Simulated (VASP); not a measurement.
The system is Ta4Mo.

```
Ta Mo
1.0
    -2.74952    2.74952    2.74952
     2.74952   -2.74952    2.74952
     2.74952    2.74952   -2.74952
Ta Mo
4 1
Cartesian
  1.3748 1.3748 -1.3748
  1.3748 -1.3748 1.3748
  -1.3748 1.3748 1.3748
  1.3748 1.3748 1.3748
  0.0000 0.0000 0.0000
```

```yaml
Program: VASP 6.6.1
Task: relaxation of cell and atoms
Functional: PBE
Potentials_or_basis: VASP PAW PBE potentials, release 64 (Ta_pv, Mo_sv)
Cutoff: 600 eV
k_mesh: 4 × 4 × 4
Occupations: gaussian, width 0.1 eV
Spin: no spin polarisation
```

At the start: pressure 63.1 GPa; volume 16.63 Å³/atom.

Task: How do energy, volume and symmetry change on relaxing?

Result: Over 5 steps the energy falls by 832.1 meV/atom and the volume is 21.83 Å³/atom (+31.3 %); space group Im-3m (No. 229, to 0.05 Å).

Step by step:
```
step  energy change (eV)  largest force (eV/Å)  pressure (GPa)  volume (Å³)
   1              0.0000                0.0000           63.07        83.14
   2              6.1252                0.0000          -25.34       189.41
   3             -4.0720                0.0000           -5.68       113.96
   4             -4.1555                0.0000           -1.41       110.25
   5             -4.1603                0.0000            0.03       109.13
```

Final structure:
```xyz
5
Lattice="-3.0104 3.0104 3.0104 3.0104 -3.0104 3.0104 3.0104 3.0104 -3.0104" Properties=species:S:1:pos:R:3 pbc="T T T"
Ta    1.5052    1.5052   -1.5052
Ta    1.5052   -1.5052    1.5052
Ta   -1.5052    1.5052    1.5052
Ta    1.5052    1.5052    1.5052
Mo    0.0000    0.0000    0.0000
```

Caveat: the k points lie up to 0.37 Å⁻¹ apart in the final cell; the volume moved by over 15 % at a fixed basis, so the end points are rough.
